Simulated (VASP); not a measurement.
# Si8C7 (a cell with a defect) in VASP: further runs

Si8C7 (a cell with a defect) is run at these levels: PBE; tasks: single point, relaxation of the atoms.

Program: VASP 6.6.1. These are calculated values, not measurements. Logs are shortened: lines on timing, memory, paths and dates and some standing lists are left out, and cuts for length are marked.

### Step 1. The cell of the first run

The cell holds a defect, 15 atoms: a = 5.074 Å, b = 6.184 Å, c = 6.184 Å, α = 120.00°, β = 90.00°, γ = 90.00°.

### Step 2. Single point, PBE, collinear spin

The input, INCAR:

```
ALGO = Normal ; EDIFF = 1E-6
ENCUT = 520 ; GGA = PE
ISIF = 2 ; ISMEAR = 0
ISPIN = 2 ; LASPH = T
LCHARG = F ; LORBIT = 11
LREAL = Auto ; LWAVE = F
MAGMOM = 0.25 0 0 0 0.25 0.25 0 0.25 0 0 0 0 0 0 0 ; NBANDS = 47
NELECT = 59.0 ; NELM = 150
PREC = Accurate ; SIGMA = 0.01
```

The input, KPOINTS:

```
k-points
0
Gamma
  1 1 1
```

The input, POSCAR:

```
Si8C7
1.0
    0.0000000000      0.0000000000      5.0742922929
   -3.0919365161      5.3553911397      0.0000000000
   -3.0919365161     -5.3553911397      0.0000000000
Si C
8 7
Direct
    0.4872570901      0.1666666667      0.3333333333
    0.4899838965      0.6676558565      0.3353117130
    0.4899838965      0.1646882870      0.8323441435
    0.4899838965      0.6676558565      0.8323441435
    1.0062985286      0.8187649106      0.1593824553
    1.0062985286      0.3406175447      0.1593824553
    0.9933887022      0.8333333333      0.6666666667
    1.0062985286      0.3406175447      0.6812350894
    0.8748372872      0.6686933603      0.3373867207
    0.8748372872      0.1626132793      0.8313066397
    0.8748372872      0.6686933603      0.8313066397
    0.3848631082      0.8355574334      0.1677787167
    0.3848631082      0.3322212833      0.1677787167
    0.3759874532      0.8333333333      0.6666666667
    0.3848631082      0.3322212833      0.6644425666
```

Potentials or basis: VASP PAW PBE potentials, release 64 (Si, C).

The run is started by

```
cat potpaw_PBE.64/Si/POTCAR potpaw_PBE.64/C/POTCAR > POTCAR
mpirun -np 1 vasp_gam > vasp.out
```

OUTCAR:

```text
EDIFF = 1E-6
   ENCUT = 520
   GGA = PE
   ISIF = 2
   ISMEAR = 0
   ISPIN = 2
   LASPH = T
   LORBIT = 11
   LREAL = Auto
   NELECT = 59.0
   NELM = 150
   PREC = Accurate

 ion  position               nearest neighbor table
   1  0.487  0.167  0.333-  13 1.85  12 1.85  15 1.85   6 3.07   8 3.07   5 3.07   2 3.09   3 3.09
                             4 3.09   4 3.09   2 3.09   3 3.09
   2  0.490  0.668  0.335-  14 1.87  13 1.87  12 1.87   9 1.95   6 3.02   5 3.02   3 3.07   4 3.07
                             7 3.08   1 3.09   1 3.09   3 3.11   4 3.11   7 3.11
   3  0.490  0.165  0.832-  14 1.87  13 1.87  15 1.87  10 1.95   6 3.02   8 3.02   2 3.07   4 3.07
                             7 3.08   1 3.09   1 3.09   2 3.11   4 3.11   7 3.11
   4  0.490  0.668  0.832-  14 1.87  12 1.87  15 1.87  11 1.95   5 3.02   8 3.02   2 3.07   3 3.07
                             7 3.08   1 3.09   1 3.09   2 3.11   3 3.11   7 3.11
   5  0.006  0.819  0.159-  11 1.88   9 1.88  12 1.92   8 2.96   6 2.96   4 3.02   2 3.02   1 3.07
                             7 3.09   7 3.09
   6  0.006  0.341  0.159-   9 1.88  10 1.88  13 1.92   8 2.96   5 2.96   3 3.02   2 3.02   1 3.07
                             7 3.09   7 3.09
   7  0.993  0.833  0.667-   9 1.86  10 1.86  11 1.86  14 1.94   4 3.08   3 3.08   2 3.08   5 3.09
                             8 3.09   6 3.09   6 3.09   5 3.09   8 3.09   4 3.11   3 3.11   2 3.11
   8  0.006  0.341  0.681-  11 1.88  10 1.88  15 1.92   5 2.96   6 2.96   4 3.02   3 3.02   1 3.07
                             7 3.09   7 3.09
   9  0.875  0.669  0.337-   7 1.86   6 1.88   5 1.88   2 1.95
  10  0.875  0.163  0.831-   7 1.86   6 1.88   8 1.88   3 1.95
  11  0.875  0.669  0.831-   7 1.86   5 1.88   8 1.88   4 1.95
  12  0.385  0.836  0.168-   1 1.85   4 1.87   2 1.87   5 1.92
  13  0.385  0.332  0.168-   1 1.85   2 1.87   3 1.87   6 1.92
  14  0.376  0.833  0.667-   4 1.87   3 1.87   2 1.87   7 1.94
  15  0.385  0.332  0.664-   1 1.85   4 1.87   3 1.87   8 1.92

  LATTYP: Found a hexagonal cell.
 ALAT       =     6.1838730322
 C/A-ratio  =     0.8205686414

  Lattice vectors:

 A1 = (  -3.0919365161,   5.3553911397,   0.0000000000)
 A2 = (  -3.0919365161,  -5.3553911397,   0.0000000000)
 A3 = (   0.0000000000,   0.0000000000,   5.0742922929)

Analysis of symmetry for initial positions (statically):
=====================================================================
 Subroutine PRICEL returns:
 Original cell was already a primitive cell.

 Routine SETGRP: Setting up the symmetry group for a
 hexagonal supercell.

 Subroutine GETGRP returns: Found  6 space group operations
 (whereof  2 operations were pure point group operations)
 out of a pool of 24 trial point group operations.

The static configuration has the point symmetry C_1h.
 The point group associated with its full space group is C_3v.

Analysis of symmetry for dynamics (positions and initial velocities):
=====================================================================
 Subroutine PRICEL returns:
 Original cell was already a primitive cell.

 Routine SETGRP: Setting up the symmetry group for a
 hexagonal supercell.

 Subroutine GETGRP returns: Found  6 space group operations
 (whereof  2 operations were pure point group operations)
 out of a pool of 24 trial point group operations.

The dynamic configuration has the point symmetry C_1h.
 The point group associated with its full space group is C_3v.

Analysis of structural, dynamic, and magnetic symmetry:
=====================================================================
 Subroutine PRICEL returns:
 Original cell was already a primitive cell.

 Routine SETGRP: Setting up the symmetry group for a
 hexagonal supercell.

 Subroutine GETGRP returns: Found  6 space group operations
 (whereof  2 operations were pure point group operations)
 out of a pool of 24 trial point group operations.

The overall configuration has the point symmetry C_1h.
 The point group associated with its full space group is C_3v.

 Subroutine INISYM returns: Found  6 space group operations
 (whereof  2 operations are pure point group operations),
 and found     1 'primitive' translations

----------------------------------------------------------------------------------------

                                     Primitive cell

  volume of cell :     168.0456

  direct lattice vectors                    reciprocal lattice vectors
     0.000000000  0.000000000  5.074292293     0.000000000  0.000000000  0.197071817
    -3.091936516  5.355391140  0.000000000    -0.161710953  0.093363862  0.000000000
    -3.091936516 -5.355391140  0.000000000    -0.161710953 -0.093363862  0.000000000

  length of vectors
     5.074292293  6.183873032  6.183873032     0.197071817  0.186727724  0.186727724

  position of ions in fractional coordinates (direct lattice)
     0.487257090  0.166666667  0.333333333
     0.489983897  0.667655856  0.335311713
     0.489983897  0.164688287  0.832344144
     0.489983897  0.667655856  0.832344144
     0.006298529  0.818764911  0.159382455
     0.006298529  0.340617545  0.159382455
[... 66 lines left out ...]
   PREC   = accura    normal or accurate (medium, high low for compatibility)
   ISTART =      0    job   : 0-new  1-cont  2-samecut
   ICHARG =      2    charge: 1-file 2-atom 10-const
   ISPIN  =      2    spin polarized calculation?
   LNONCOLLINEAR =      F non collinear calculations
   LSORBIT =      F    spin-orbit coupling
   LASPH  =      T    aspherical Exc in radial PAW
   ENCUT  =  520.0 eV  38.22 Ry    6.18 a.u.   9.43 11.50 11.50*2*pi/ulx,y,z
   NELM   =    150;   NELMIN=  2; NELMDL= -5     # of ELM steps
   EDIFF  = 0.1E-05   stopping-criterion for ELM
   LREAL  =      T    real-space projection
   EDIFFG = 0.1E-04   stopping-criterion for IOM
   NSW    =      0    number of steps for IOM
   IBRION =     -1    ionic relax: 0-MD 1-quasi-New 2-CG
   NFREE  =      0    steps in history (QN), initial steepest desc. (CG)
   ISIF   =      2    stress and relaxation
   ISYM   =      2    0-nonsym 1-usesym 2-fastsym
   POTIM  = 0.5000    time-step for ionic-motion
   TEBEG  =    0.0;   TEEND  =   0.0 temperature during run
   PSTRESS=    0.0 pullay stress
   NELECT =      59.0000    total number of electrons
   NUPDOWN=      -1.0000    fix difference up-down
   EMIN   =  10.00;   EMAX   =-10.00  energy-range for DOS
   EFERMI =   0.00;   METHOD = LEGACY
   ISMEAR =     0;   SIGMA  =   0.01  broadening in eV -4-tet -1-fermi 0-gaus
   EFERMI_NEDOS =   21; number of points for ismear=-14 and -15
   IALGO  =     38    algorithm
   IMIX   =      4    mixing-type and parameters
     AMIX     =   0.40;   BMIX     =  1.00
     AMIX_MAG =   1.60;   BMIX_MAG =  1.00
  volume/ion in A,a.u.               =      11.20        75.60
  Fermi-wavevector in a.u.,A,eV,Ry     =   1.154914  2.182472 18.147818  1.333827
  Thomas-Fermi vector in A             =   2.291547
   LORBIT       =     11    0 simple, 1 ext, 2 COOP (PROOUT), +10 PAW based schemes
   GGA     = PE    functional components
   LHFCALC =     F    Hartree Fock is set to
   AEXX    =    0.0000 exact exchange contribution
   IVDW    =     0    specifies the selected vdW correction
   LEPSILON=     F    determine dielectric tensor
   LRPA    =     F    only Hartree local field effects (RPA)
 spin polarized calculation
 Gauss-broadening in eV      SIGMA  =   0.01
  energy-cutoff  :      520.00
  volume of cell :      168.05
 maximum number of plane-waves:      2260
 NGX is ok and might be reduce to    40
   NGX = 19   NGY = 23   NGZ = 23

 number of electron      59.0000000 magnetization       1.0000000

 Free energy of the ion-electron system (eV)
  ---------------------------------------------------
  ext. energy  EPLUGINS =         0.00000000
  ---------------------------------------------------
  free energy    TOTEN  =      -114.18708690 eV

  energy without entropy =     -114.18708690  energy(sigma->0) =     -114.18708690

 E-fermi :   9.1700     XC(G=0): -10.9924

 val. band max:        9.0867524335   @ k =   0.0000   0.0000   0.0000
 cond. band min:       9.5870342614   @ k =   0.0000   0.0000   0.0000
 fundamental gap:      0.5002818279
 Fermi energy:         9.1700077142

 spin component 1

 k-point     1 :       0.0000    0.0000    0.0000
  band No.  band energies     occupation
      1      -7.5881      1.00000
      2      -4.5920      1.00000
      3      -4.5920      1.00000
      4      -4.4498      1.00000
      5      -3.7369      1.00000
      6      -3.0785      1.00000
[... 33 lines left out ...]
     40      14.3041      0.00000
     41      14.3041      0.00000
 Fermi energy:         9.1700077142

 spin component 2

 k-point     1 :       0.0000    0.0000    0.0000
  band No.  band energies     occupation
      1      -7.5068      1.00000
      2      -4.5201      1.00000
      3      -4.5201      1.00000
      4      -4.3795      1.00000
      5      -3.6267      1.00000
      6      -3.0103      1.00000
[... 33 lines left out ...]
     40      14.3923      0.00000
     41      14.3923      0.00000
 [bands above 41 left out]

------------------------ aborting loop because EDIFF is reached ----------------------------------------

  FORCE on cell =-STRESS in cart. coord.  units (eV):
  Direction    XX          YY          ZZ          XY          YZ          ZX
  --------------------------------------------------------------------------------------
  -------------------------------------------------------------------------------------
  Total       -8.1738098     -8.1738098    -22.5730459      0.0000000      0.0000000     -0.0000000
  in kB      -77.9305727    -77.9305727   -215.2154805      0.0000000      0.0000000     -0.0000000
  external PRESSURE =    -123.6922087 kB  Pullay stress =       0.0000000 kB

 VOLUME and BASIS-vectors are now :
 -----------------------------------------------------------------------------
  energy-cutoff  :      520.00
  volume of cell :      168.05
      direct lattice vectors                 reciprocal lattice vectors
     0.000000000  0.000000000  5.074292293     0.000000000  0.000000000  0.197071817
    -3.091936516  5.355391140  0.000000000    -0.161710953  0.093363862  0.000000000
    -3.091936516 -5.355391140  0.000000000    -0.161710953 -0.093363862  0.000000000

 POSITION                                       TOTAL-FORCE (eV/Angst)
 -----------------------------------------------------------------------------------
     -1.54597     -0.89257      2.47248         0.000000     -0.000000     -0.004381
     -3.10111      1.77983      2.48632         0.000231      0.000134     -0.006860
     -3.08276     -3.57556      2.48632        -0.000231      0.000134     -0.006860
     -4.63790     -0.88197      2.48632         0.000000     -0.000267     -0.006860
     -3.02437      3.53125      0.03196         0.007197     -0.004155      0.007403
     -1.54597      0.97058      0.03196         0.000000      0.008310      0.007403
     -4.63790      0.89257      5.04074         0.000000     -0.000000     -0.010498
     -3.15950     -1.82414      0.03196        -0.007197     -0.004155      0.007403
     -3.11074      1.77428      4.43918         0.001588      0.000917     -0.000945
     -3.07314     -3.58111      4.43918        -0.001588      0.000917     -0.000945
     -4.63790     -0.87086      4.43918         0.000000     -0.001834     -0.000945
     -3.10225      3.57622      1.95291         0.005649     -0.003262      0.000553
     -1.54597      0.88065      1.95291         0.000000      0.006523      0.000553
     -4.63790      0.89257      1.90787         0.000000     -0.000000      0.014425
     -3.08162     -1.77917      1.95291        -0.005649     -0.003262      0.000553
 -----------------------------------------------------------------------------------
    total drift:                               -0.000000     -0.000000     -0.040617

  FREE ENERGIE OF THE ION-ELECTRON SYSTEM (eV)
  ---------------------------------------------------
  free  energy   TOTEN  =      -114.1870869036 eV

  energy  without entropy=     -114.1870869036  energy(sigma->0) =     -114.18708690

 total charge

# of ion       s       p       d       tot
------------------------------------------
    1        0.704   0.951   0.000   1.655
    2        0.679   0.939   0.000   1.618
    3        0.679   0.939   0.000   1.618
    4        0.679   0.939   0.000   1.618
    5        0.738   0.837   0.000   1.575
    6        0.738   0.837   0.000   1.575
    7        0.685   0.946   0.000   1.631
    8        0.738   0.837   0.000   1.575
    9        0.821   1.684   0.000   2.505
   10        0.821   1.684   0.000   2.505
   11        0.821   1.684   0.000   2.505
   12        0.802   1.737   0.000   2.539
   13        0.802   1.737   0.000   2.539
   14        0.790   1.766   0.000   2.556
   15        0.802   1.737   0.000   2.539
--------------------------------------------------
tot         11.298  19.255   0.000  30.553

 magnetization (x)

# of ion       s       p       d       tot
------------------------------------------
    1        0.042   0.078   0.000   0.121
    2        0.001  -0.001   0.000  -0.001
    3        0.001  -0.001   0.000  -0.001
    4        0.001  -0.001   0.000  -0.001
    5       -0.002   0.011   0.000   0.010
    6       -0.002   0.011   0.000   0.010
    7        0.001  -0.003   0.000  -0.002
    8       -0.002   0.011   0.000   0.010
    9        0.004   0.039   0.000   0.043
   10        0.004   0.039   0.000   0.043
   11        0.004   0.039   0.000   0.043
   12        0.002   0.018   0.000   0.020
   13        0.002   0.018   0.000   0.020
   14        0.003   0.061   0.000   0.064
   15        0.002   0.018   0.000   0.020
--------------------------------------------------
tot          0.059   0.340   0.000   0.399
```

Run time: 38 s. Hardware: 1 thread of AMD EPYC 7R43 (Zen 3), shared host; peak memory 0.29 GiB.

What came out:

```
Free energy                                           : -114.1871 eV
Largest force                                         : 0.014 eV/Å
Net moment                                            : 1.00 μB per cell
Site moments                                          : Si +0.12, -0.00, +0.01; C +0.04, +0.02, +0.06 μB
Valence electrons inside the program's atomic spheres : Si 1.66, 1.62, 1.57, 1.63; C 2.50, 2.54, 2.56
```

Forces on the atoms (eV/Å):
```
Si   0.000  0.000 -0.004
Si   0.000  0.000 -0.007
Si   0.000  0.000 -0.007
Si   0.000  0.000 -0.007
Si   0.007 -0.004  0.007
Si   0.000  0.008  0.007
Si   0.000  0.000 -0.010
Si  -0.007 -0.004  0.007
C    0.002  0.001 -0.001
C   -0.002  0.001 -0.001
C    0.000 -0.002 -0.001
C    0.006 -0.003  0.001
C    0.000  0.007  0.001
C    0.000  0.000  0.014
C   -0.006 -0.003  0.001
```

Caveat: the k points lie up to 1.24 Å⁻¹ apart; the cell carries a net charge on a neutralising background, which shifts energy and pressure; the cell is charged against a uniform background, so pressure and absolute levels hang on convention.

### Step 3. Relaxation of the atoms, PBE

The input, INCAR:

```
PREC     = Accurate       # precision mode
ENCUT    = 520            # plane-wave cutoff, eV
EDIFF    = 1E-6           # SCF threshold, eV
ISMEAR   = 0              # smearing method
SIGMA    = 0.01           # smearing width, eV
LREAL    = Auto         
LASPH    = True           # aspherical terms in the spheres
NELM     = 80             # most SCF steps
ALGO     = Normal         # electronic algorithm
ISIF     = 2              # what is computed and relaxed
LWAVE    = False          # write WAVECAR
LCHARG   = False          # write CHGCAR
GGA      = PE             # functional
IBRION   = 2              # ionic algorithm
NSW      = 65             # ionic steps
EDIFFG   = -0.025         # ionic threshold
```

The input, KPOINTS:

```
regular mesh
0
Gamma
  1 1 1
```

The input, POSCAR:

```
Si8C7
1.0
    0.0000000000      0.0000000000      5.0742922929
   -3.0919365161      5.3553911397      0.0000000000
   -3.0919365161     -5.3553911397      0.0000000000
Si C
8 7
Direct
    0.4995817072      0.1666666667      0.3333333333
    0.4995817072      0.6666666667      0.3333333333
    0.4995817072      0.1666666667      0.8333333333
    0.4995817072      0.6666666667      0.8333333333
    0.9995817072      0.8333333333      0.1666666667
    0.9995817072      0.3333333333      0.1666666667
    0.9995817072      0.8333333333      0.6666666667
    0.9995817072      0.3333333333      0.6666666667
    0.8754182928      0.6666666667      0.3333333333
    0.8754182928      0.1666666667      0.8333333333
    0.8754182928      0.6666666667      0.8333333333
    0.3754182928      0.8333333333      0.1666666667
    0.3754182928      0.3333333333      0.1666666667
    0.3754182928      0.8333333333      0.6666666667
    0.3754182928      0.3333333333      0.6666666667
```

Potentials or basis: VASP PAW PBE potentials, release 64 (Si, C).

The run is started by

```
cat potpaw_PBE.64/Si/POTCAR potpaw_PBE.64/C/POTCAR > POTCAR
mpirun -np 1 vasp_gam > vasp.out
```

Wall time 2.4 min (1 thread of AMD EPYC 7R43 (Zen 3), shared host); peak memory 0.23 GiB.

Results (log left out):

* Free energy: -104.9924 eV
* Energy gained by relaxing: 36.6 meV/atom
* Ionic steps: 15
* Pressure after relaxing: 1.9 GPa
* Largest force after relaxing: 0.016 eV/Å
* Band gap on the k mesh: 1.72 eV

Forces on the atoms (eV/Å):
```
Si   0.000  0.000  0.008
Si  -0.003 -0.002 -0.009
Si   0.003 -0.002 -0.009
Si   0.000  0.003 -0.009
Si   0.002 -0.001 -0.001
Si   0.000  0.003 -0.001
Si   0.000  0.000 -0.012
Si  -0.002 -0.001 -0.001
C    0.014  0.008  0.004
C   -0.014  0.008  0.004
C    0.000 -0.016  0.004
C    0.002 -0.001  0.012
C    0.000  0.002  0.012
C    0.000  0.000 -0.014
C   -0.002 -0.001  0.012
```

Stress tensor (GPa, compression positive):
```
 5.48  0.00  0.00
 0.00  5.48  0.00
 0.00  0.00 -5.24
```

The path:
```
step  energy change (eV)  largest force (eV/Å)  pressure (GPa)
   1              0.0000                1.4590           -3.53
   2             -0.2408                1.0380           -1.73
   3             -0.3041                0.6593           -2.46
   4             -0.3739                0.4679           -1.77
   5             -0.3965                0.7940           -1.03
   6             -0.4422                0.4832           -0.47
   7             -0.5035                0.3922            1.06
   8             -0.5049                0.5530            1.34
   9             -0.5355                0.3090            2.07
  10             -0.5377                0.2435            2.29
  11             -0.5455                0.2104            2.13
  12             -0.5460                0.2067            2.09
  13             -0.5479                0.0898            1.97
  14             -0.5481                0.0389            1.91
  15             -0.5483                0.0163            1.90
```

Final structure:
```
Si C
1.0
     0.00000    0.00000    5.07429
    -3.09194    5.35539    0.00000
    -3.09194   -5.35539    0.00000
Si C
8 7
Direct
  0.51333 0.16667 0.33333
  0.48726 0.66830 0.33659
  0.48726 0.16341 0.83170
  0.48726 0.66830 0.83170
  0.01396 0.78823 0.14411
  0.01396 0.35589 0.14411
  0.98978 0.83333 0.66667
  0.01396 0.35589 0.71177
  0.86827 0.67120 0.34240
  0.86827 0.15760 0.82880
  0.86827 0.67120 0.82880
  0.38417 0.83494 0.16747
  0.38417 0.33253 0.16747
  0.36046 0.83333 0.66667
  0.38417 0.33253 0.66506
```

Levels at points of the mesh, in eV from the valence-band top:
```
           k point  band 28  band 29  band 30  band 31  band 32  band 33
(0.00, 0.00, 0.00)    -1.62    -1.62     0.00     1.72     1.87     1.87
```

Caveat: the k points lie up to 1.24 Å⁻¹ apart.

(Continued in part 2 of 2.)
